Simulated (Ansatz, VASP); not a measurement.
CoO in VASP and in Ansatz

Contents of INCAR:

```
SYSTEM = CoO
ALGO = Normal ; EDIFF = 1E-6
ENCUT = 600 ; GGA = PE
GGA_COMPAT = .FALSE. ; ISIF = 2
ISMEAR = -1 ; ISPIN = 2
LASPH = .TRUE. ; LCHARG = .TRUE.
LELF = .TRUE. ; LMAXMIX = 4
LORBIT = 11 ; LREAL = .FALSE.
LVHAR = .TRUE. ; LWAVE = .FALSE.
MAGMOM = 1 0 ; NBANDS = 22
NELM = 200 ; NUPDOWN = 1.0
PREC = Accurate ; SIGMA = 0.05
```

KPOINTS

```
k-points
0
G
  10 10 10
  0 0 0
```

File POSCAR:

```
CoO
1.0
   -1.5080004400      1.5080004400      2.1072503600
    1.5080004400     -1.5080004400      2.1072503600
    1.5080004400      1.5080004400     -2.1072503600
Co O
1 1
Direct
    0.0000000000      0.0000000000      0.0000000000
    0.5000000000      0.5000000000      0.0000000000
```

File input.yaml:

```yaml
crystal:
  lattice:
    - [-1.50800044, 1.50800044, 2.10725036]
    - [1.50800044, -1.50800044, 2.10725036]
    - [1.50800044, 1.50800044, -2.10725036]
  atoms:
    - { symbol: Co, position: [0.0, 0.0, 0.0], spin: 1.0 }
    - { symbol: O, position: [0.5, 0.5, 0.0] }
hamiltonian:
  xc: pbe
  pseudopotentials: { kind: paw }
magnetization:
  spin_polarized: true
  initial_magnetization: 1.0
  spin_locking: { lock_magnetization: hard }
kpoints:
  mp_grid: { grid: [10, 10, 10] }
scf:
  occupations: { method: fermi_dirac, width: 0.05 }
  lower_state_search: "off"
output:
  forces: true
  stress: true
  eigenvalues: true
```

Alike in both runs: task single point; functional PBE; k mesh 10 × 10 × 10; occupations fermi-dirac, width 0.05 eV; collinear spin; fixed moment 1 μB.

|  | VASP | Ansatz |
| --- | --- | --- |
| version | VASP 6.6.1 | Ansatz 0.2.0 |
| potentials or method | VASP PAW PBE potentials, release 64 (Co_sv, O) | Ansatz PAW |
| plane-wave cutoff (eV) | 600 | 420 |
| valence electrons in the cell | 23 | 23 |

VASP gave:

```
pressure (GPa)                                                : -16.2
traceless stress, the component that is largest in VASP (GPa) : 0.88
net moment per atom (μB)                                      : 0.50
size of the moment on the site where the two differ most (μB) : 0.99
```

Problem. What did Ansatz give for the same quantities?

Solution. Pressure (GPa): -13.9; traceless stress, the component that is largest in VASP (GPa): 0.86; net moment per atom (μB): 0.50; size of the moment on the site where the two differ most (μB): 0.96.

Site moments also hang on the region over which each program counts them.
